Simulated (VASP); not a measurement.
# SnO (Cm) in VASP: notebook

Runs on SnO. Level: PBE+D3(BJ). Tasks: single point.

Program: VASP 6.6.1. These are calculated values, not measurements. Logs are shortened: lines on timing, memory, paths and dates and some standing lists are left out, and cuts for length are marked.

## Step 1: The cell of the first run

It takes space group Cm (No. 8, monoclinic). The conventional cell has a = 5.377 Å, b = 5.377 Å, c = 4.836 Å, α = 90.00°, β = 90.00°, γ = 90.00°. Sn (site symmetry m) has 4 O at 2.10 to 2.36 Å within 2.8 Å. Within 2.9 Å of Sn (site symmetry m) lie 4 O at 2.22 Å. O (site symmetry 1) has 4 Sn at 2.10 to 2.36 Å and 4 O at 2.69 Å within 2.8 Å.

## Step 2: Single point, PBE+D3(BJ) (atom 1 (Sn) moved +0.210 Å along Cartesian [1 -1 0])

File INCAR:

```
SYSTEM = SnO
PREC = Accurate
ENCUT = 520
EDIFF = 1E-6
ISMEAR = 0
SIGMA = 0.15
LREAL = .FALSE.
LASPH = .TRUE.
NELM = 60
ALGO = Fast
ISIF = 2
LWAVE = .FALSE.
LCHARG = .TRUE.
GGA = PE
IVDW = 12
LELF = .TRUE.
LVHAR = .TRUE.
NBANDS = 28
```

File KPOINTS:

```
Automatic mesh
0
G
  12 12 10
  0 0 0
```

File POSCAR:

```
SnO
1.0
    3.8020000000      0.0000000000      0.0000000000
    0.0000000000      3.8020000000      0.0000000000
    0.0000000000      0.0000000000      4.8360000000
Sn O
2 2
Direct
    0.0390563977      0.4609436023      0.2385000000
    0.5000000000      0.0000000000      0.7615000000
    0.0000000000      0.0000000000      0.0000000000
    0.5000000000      0.5000000000      0.0000000000
```

Potentials or basis: VASP PAW PBE potentials, release 64 (Sn_d, O).

The run is started by

```
> cat potpaw_PBE.64/Sn_d/POTCAR potpaw_PBE.64/O/POTCAR > POTCAR
> mpirun -np 1 vasp_std > vasp.out
```

OUTCAR:

```text
SYSTEM = SnO
   PREC = Accurate
   ENCUT = 520
   EDIFF = 1E-6
   ISMEAR = 0
   LREAL = .FALSE.
   LASPH = .TRUE.
   NELM = 60
   ISIF = 2
   GGA = PE
   IVDW = 12
 IVDW          = 12

 ion  position               nearest neighbor table
   1  0.039  0.461  0.239-   3 2.10   4 2.10   3 2.36   4 2.36   2 3.39   2 3.54   2 3.55   2 3.55
                             2 3.70   2 3.70   2 3.70
   2  0.500  0.000  0.761-   3 2.22   4 2.22   4 2.22   3 2.22   1 3.39   1 3.54   1 3.55   1 3.55
                             1 3.70   1 3.70   1 3.70
   3  0.000  0.000  0.000-   1 2.10   2 2.22   2 2.22   1 2.36
   4  0.500  0.500  0.000-   1 2.10   2 2.22   2 2.22   1 2.36

  LATTYP: Found a simple tetragonal cell.
 ALAT       =     3.8020000000
 C/A-ratio  =     1.2719621252

  Lattice vectors:

 A1 = (   3.8020000000,   0.0000000000,   0.0000000000)
 A2 = (   0.0000000000,   3.8020000000,   0.0000000000)
 A3 = (   0.0000000000,   0.0000000000,   4.8360000000)

Analysis of symmetry for initial positions (statically):
=====================================================================
 Subroutine PRICEL returns:
 Original cell was already a primitive cell.

 Routine SETGRP: Setting up the symmetry group for a
 simple tetragonal supercell.

 Subroutine GETGRP returns: Found  2 space group operations
 (whereof  1 operations were pure point group operations)
 out of a pool of 16 trial point group operations.

The static configuration has the point symmetry C_1 .
 The point group associated with its full space group is C_1h.

Analysis of symmetry for dynamics (positions and initial velocities):
=====================================================================
 Subroutine PRICEL returns:
 Original cell was already a primitive cell.

 Routine SETGRP: Setting up the symmetry group for a
 simple tetragonal supercell.

 Subroutine GETGRP returns: Found  2 space group operations
 (whereof  1 operations were pure point group operations)
 out of a pool of 16 trial point group operations.

The dynamic configuration has the point symmetry C_1 .
 The point group associated with its full space group is C_1h.

 Subroutine INISYM returns: Found  2 space group operations
 (whereof  1 operations are pure point group operations),
 and found     1 'primitive' translations

----------------------------------------------------------------------------------------

[... 95 lines left out ...]
   NELM   =     60;   NELMIN=  2; NELMDL= -5     # of ELM steps
   EDIFF  = 0.1E-05   stopping-criterion for ELM
   LREAL  =      F    real-space projection
   EDIFFG = 0.1E-04   stopping-criterion for IOM
   NSW    =      0    number of steps for IOM
   IBRION =     -1    ionic relax: 0-MD 1-quasi-New 2-CG
   NFREE  =      0    steps in history (QN), initial steepest desc. (CG)
   ISIF   =      2    stress and relaxation
   ISYM   =      2    0-nonsym 1-usesym 2-fastsym
   POTIM  = 0.5000    time-step for ionic-motion
   TEBEG  =    0.0;   TEEND  =   0.0 temperature during run
   PSTRESS=    0.0 pullay stress
   NELECT =      40.0000    total number of electrons
   NUPDOWN=      -1.0000    fix difference up-down
   EMIN   =  10.00;   EMAX   =-10.00  energy-range for DOS
   EFERMI =   0.00;   METHOD = LEGACY
   ISMEAR =     0;   SIGMA  =   0.15  broadening in eV -4-tet -1-fermi 0-gaus
   EFERMI_NEDOS =   21; number of points for ismear=-14 and -15
   IALGO  =     68    algorithm
   IMIX   =      4    mixing-type and parameters
     AMIX     =   0.40;   BMIX     =  1.00
     AMIX_MAG =   1.60;   BMIX_MAG =  1.00
  volume/ion in A,a.u.               =      17.48       117.94
  Fermi-wavevector in a.u.,A,eV,Ry     =   1.359121  2.568365 25.132801  1.847209
  Thomas-Fermi vector in A             =   2.485896
   LORBIT       =      0    0 simple, 1 ext, 2 COOP (PROOUT), +10 PAW based schemes
   GGA     = PE    functional components
   LHFCALC =     F    Hartree Fock is set to
   AEXX    =    0.0000 exact exchange contribution
   IVDW    =    12    specifies the selected vdW correction
   LEPSILON=     F    determine dielectric tensor
   LRPA    =     F    only Hartree local field effects (RPA)
 non-spin polarized calculation
 RMM-DIIS sequential band-by-band and
 Gauss-broadening in eV      SIGMA  =   0.15
  energy-cutoff  :      520.00
  volume of cell :       69.91
 maximum number of plane-waves:      1904
   NGX = 15   NGY = 15   NGZ = 17

 number of electron      39.9999991 magnetization

 Free energy of the ion-electron system (eV)
  ---------------------------------------------------
  ext. energy  EPLUGINS =         0.00000000
  ---------------------------------------------------
  free energy    TOTEN  =       -22.55321799 eV

  energy without entropy =      -22.55224780  energy(sigma->0) =      -22.55273290

 E-fermi :   7.3334     XC(G=0): -10.2621

 val. band max:        7.3124226555   @ k =   0.5000   0.5000   0.0000
 cond. band min:       7.4364049128   @ k =   0.5000   0.5000   0.1000
 fundamental gap:      0.1239822573
 Fermi energy:         7.3333684262

 k-point     1 :       0.0000    0.0000    0.0000
  band No.  band energies     occupation
      1     -14.8695      2.00000
      2     -14.4430      2.00000
      3     -14.3985      2.00000
      4     -14.3888      2.00000
      5     -14.3560      2.00000
      6     -14.3440      2.00000
[... 733 lines left out ...]
     27      15.4004      0.00000
     28      15.9504      0.00000

 [... further k-points ...]

------------------------ aborting loop because EDIFF is reached ----------------------------------------

 Edisp (eV)   -0.94102

 E8    (eV) :    -0.4082

  FORCE on cell =-STRESS in cart. coord.  units (eV):
  Direction    XX          YY          ZZ          XY          YZ          ZX
  --------------------------------------------------------------------------------------
  -------------------------------------------------------------------------------------
  Total       1.69711     1.69711     1.17586     0.02039     0.93024    -0.93024
  in kB      38.89656    38.89656    26.94971     0.46742    21.32045   -21.32034
  external pressure =       34.91 kB  Pullay stress =        0.00 kB

 VOLUME and BASIS-vectors are now :
 -----------------------------------------------------------------------------
  energy-cutoff  :      520.00
  volume of cell :       69.91
      direct lattice vectors                 reciprocal lattice vectors
     3.802000000  0.000000000  0.000000000     0.263019463  0.000000000  0.000000000
     0.000000000  3.802000000  0.000000000     0.000000000  0.263019463  0.000000000
     0.000000000  0.000000000  4.836000000     0.000000000  0.000000000  0.206782465

 POSITION                                       TOTAL-FORCE (eV/Angst)
 -----------------------------------------------------------------------------------
      0.14849      1.75251      1.15339        -0.797884      0.797884      0.870457
      1.90100      0.00000      3.68261         0.172470     -0.172470     -0.478846
      0.00000      0.00000      0.00000         0.107540     -0.517874     -0.195805
      1.90100      1.90100      0.00000         0.517874     -0.107540     -0.195805
 -----------------------------------------------------------------------------------
    total drift:                                0.000104     -0.000104     -0.000242

  FREE ENERGIE OF THE ION-ELECTRON SYSTEM (eV)
  ---------------------------------------------------
  free  energy   TOTEN  =       -23.4942379075 eV

  energy  without entropy=      -23.4932677180  energy(sigma->0) =      -23.49375281
```

OSZICAR:

```text
N       E                     dE             d eps       ncg     rms          rms(c)
DAV:   1     0.417441290747E+03    0.41744E+03   -0.19950E+04 23196   0.219E+03
DAV:   2     0.373203173103E+02   -0.38012E+03   -0.36476E+03 22944   0.544E+02
DAV:   3    -0.233481392214E+02   -0.60668E+02   -0.59504E+02 25576   0.181E+02
DAV:   4    -0.262192384339E+02   -0.28711E+01   -0.28574E+01 25256   0.421E+01
DAV:   5    -0.262873063972E+02   -0.68068E-01   -0.68059E-01 24368   0.703E+00    0.118E+01
RMM:   6    -0.226937125532E+02    0.35936E+01   -0.10305E+01 28395   0.161E+01    0.441E+00
RMM:   7    -0.225696950867E+02    0.12402E+00   -0.72976E-01 29253   0.667E+00    0.242E+00
RMM:   8    -0.225656047261E+02    0.40904E-02   -0.23408E-01 30523   0.330E+00    0.859E-01
RMM:   9    -0.225520383202E+02    0.13566E-01   -0.34087E-02 29951   0.114E+00    0.269E-01
RMM:  10    -0.225530213185E+02   -0.98300E-03   -0.96008E-03 31573   0.636E-01    0.111E-01
RMM:  11    -0.225531437520E+02   -0.12243E-03   -0.18599E-03 32130   0.323E-01    0.180E-02
RMM:  12    -0.225532052494E+02   -0.61497E-04   -0.65019E-04 35071   0.150E-01    0.149E-02
RMM:  13    -0.225532159005E+02   -0.10651E-04   -0.88649E-05 30748   0.552E-02    0.100E-02
RMM:  14    -0.225532177416E+02   -0.18410E-05   -0.35519E-05 29009   0.306E-02    0.360E-03
RMM:  15    -0.225532179909E+02   -0.24935E-06   -0.45897E-06 22566   0.146E-02
   1 F= -.23494238E+02 E0= -.23493753E+02  d E =-.970190E-03
```

It took 12 min on 1 thread of Oxide Virtual Turin-like, shared host; peak memory 0.63 GiB.

Results:

```
Free energy                : -23.4942 eV
Pressure                   : 3.5 GPa
Largest force              : 1.425 eV/Å
Band gap on the k mesh     : 0.06 eV (least direct gap 1.97 eV)
Dispersion energy per atom : -0.235 eV
```

Forces on the atoms (eV/Å):
```
Sn  -0.798  0.798  0.870
Sn   0.172 -0.172 -0.479
O    0.108 -0.518 -0.196
O    0.518 -0.108 -0.196
```

Caveat: the cell differs from its parent crystal (atom 1 (Sn) moved +0.210 Å along Cartesian [1 -1 0]); the cell stands under pressure; the smearing spreads over this small gap; semilocal functionals underestimate gaps, and a narrow one can read as zero; spin-orbit coupling is left out, which moves the levels of the heavy elements; forces of over 1 eV/Å act on the atoms, so gaps and moduli don't describe the material at rest. A k mesh can miss the band edges.

## Step 3: Single point, PBE+D3(BJ) (atom 1 (Sn) moved +0.150 Å along Cartesian [1 -1 0])

File INCAR:

```
SYSTEM = SnO
  PREC = Accurate
  ENCUT = 520
  EDIFF = 1E-7
  ISMEAR = 0
  SIGMA = 0.15
  LREAL = .False.
  LASPH = .True.
  NELM = 60
  ALGO = Fast
  ISIF = 2
  LWAVE = .False.
  LCHARG = .True.
  GGA = PE
  IVDW = 12
  LELF = .True.
  LVHAR = .True.
  NBANDS = 28
```

File KPOINTS:

```
regular mesh
0
Gamma
  12 12 10
  0 0 0
```

Edit POSCAR of step 2 so:

```diff
@@ -8,3 +8,3 @@
 Direct
-    0.0390563977      0.4609436023      0.2385000000
+    0.0278974269      0.4721025731      0.2385000000
     0.5000000000      0.0000000000      0.7615000000
```

Potentials or basis: VASP PAW PBE potentials, release 64 (Sn_d, O).

The run is started by

```
> cat potpaw_PBE.64/Sn_d/POTCAR potpaw_PBE.64/O/POTCAR > POTCAR
> mpirun -np 1 vasp_std > vasp.out
```

Run time: 15 min. Hardware: 1 thread of Oxide Virtual Turin-like, shared host; peak memory 0.63 GiB.

It converged, with:

```yaml
Free_energy: -23.5518 eV
Pressure: 2.9 GPa
Largest_force: 1.035 eV/Å
Band_gap_on_the_k_mesh: 0.05 eV (least direct gap 1.97 eV)
Dispersion_energy_per_atom: -0.235 eV
```

Forces on the atoms (eV/Å):
```
Sn  -0.562  0.562  0.664
Sn   0.122 -0.122 -0.466
O    0.083 -0.356 -0.099
O    0.356 -0.083 -0.099
```

Stress tensor (GPa, compression positive):
```
 3.31  0.02 -1.51
 0.02  3.31  1.51
-1.51  1.51  2.11
```

Levels at points of the mesh, in eV from the valence-band top:
| k point | band 16 | band 17 | band 18 | band 19 | band 20 | band 21 | band 22 | band 23 | band 24 | band 25 |
| --- | --- | --- | --- | --- | --- | --- | --- | --- | --- | --- |
| (0.00, 0.00, 0.00) | -6.28 | -3.59 | -3.20 | -3.18 | 0.00 | 2.09 | 4.20 | 4.67 | 4.84 | 5.72 |
| (0.50, 0.00, 0.00) | -5.10 | -4.90 | -4.76 | -2.90 | -2.63 | 3.16 | 3.17 | 5.77 | 5.92 | 5.99 |
| (0.50, 0.50, 0.00) | -5.19 | -2.57 | -2.55 | -1.96 | -1.92 | 0.05 | 0.06 | 4.38 | 4.47 | 7.26 |
| (0.00, 0.00, 0.50) | -3.66 | -3.23 | -3.20 | -3.10 | -2.28 | 1.66 | 2.96 | 2.97 | 3.70 | 7.68 |
| (0.50, 0.00, 0.50) | -5.51 | -4.91 | -4.78 | -1.86 | -1.71 | 2.54 | 2.58 | 5.19 | 5.58 | 6.63 |
| (0.50, 0.50, 0.50) | -5.66 | -2.75 | -2.68 | -2.57 | -2.54 | 2.29 | 2.31 | 4.03 | 4.06 | 5.60 |

Caveat: the cell differs from its parent crystal (atom 1 (Sn) moved +0.150 Å along Cartesian [1 -1 0]); the smearing spreads over this small gap; semilocal functionals underestimate gaps, and a narrow one can read as zero; spin-orbit coupling is left out, which moves the levels of the heavy elements; forces of over 1 eV/Å act on the atoms, so gaps and moduli don't describe the material at rest.

The gap in the log of VASP goes by the Fermi energy; the results here count the filled bands.